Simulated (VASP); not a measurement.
AlCo: single point with PBE

Crystal: AlCo.

```
Al Co
1.0
     2.88042    0.00000    0.00000
     0.00000    2.84477    0.00000
     0.00000    0.00000    2.84477
Al Co
1 1
Direct
  0.00000 0.00000 0.00000
  0.50000 0.50000 0.50000
```

This cell differs from its parent crystal: uniaxial strain along a: +1.0 %.

| Quantity | Value |
| --- | --- |
| Program | VASP 6.6.1 |
| Task | single point |
| Functional | PBE |
| Potentials or basis | VASP PAW PBE potentials, release 64 (Al, Co) |
| Cutoff | 520 eV |
| k mesh | 18 × 18 × 18 |
| Occupations | gaussian, width 0.1 eV |
| Spin | no spin polarisation |

- Pressure: -1.1 GPa
- Band gap on the k mesh: zero (band 6 reaches 12.84 eV, above the bottom of band 7 at 10.22 eV)

Stress tensor (GPa, compression positive):
```
-2.38  0.00  0.00
 0.00 -0.40  0.00
 0.00  0.00 -0.40
```

Levels at points of the mesh, in eV from the Fermi level:
| k point | band 2 | band 3 | band 4 | band 5 | band 6 | band 7 | band 8 | band 9 | band 10 | band 11 |
| --- | --- | --- | --- | --- | --- | --- | --- | --- | --- | --- |
| (0.00, 0.00, 0.00) | -2.93 | -2.91 | -0.84 | -0.84 | -0.80 | 5.64 | 6.09 | 6.09 | 8.67 | 8.76 |
| (0.50, 0.00, 0.00) | -6.60 | -2.35 | -1.67 | -1.67 | -0.69 | 0.10 | 8.40 | 10.70 | 10.70 | 11.60 |
| (0.00, 0.50, 0.00) | -6.56 | -2.33 | -1.75 | -1.66 | -0.73 | 0.22 | 8.40 | 10.32 | 10.73 | 11.38 |
| (0.50, 0.50, 0.00) | -3.03 | -2.72 | -2.64 | -1.47 | -1.46 | -0.25 | 2.38 | 3.38 | 12.78 | 15.84 |
| (0.00, 0.50, 0.50) | -3.00 | -2.60 | -2.60 | -1.53 | -1.53 | -0.20 | 2.49 | 3.49 | 12.48 | 15.57 |
| (0.50, 0.50, 0.50) | -3.90 | -3.89 | -0.22 | -0.17 | 2.37 | 2.41 | 2.41 | 4.06 | 5.24 | 5.24 |

Wall time 3.1 min on 1 thread of AMD EPYC 9R45 (Zen 5), with other jobs on the host, peak memory 0.25 GiB.

Caveat: the cell differs from its parent crystal (uniaxial strain along a: +1.0 %). Spin polarisation is off, so any magnetic state and its effect on volume and gap are missing.
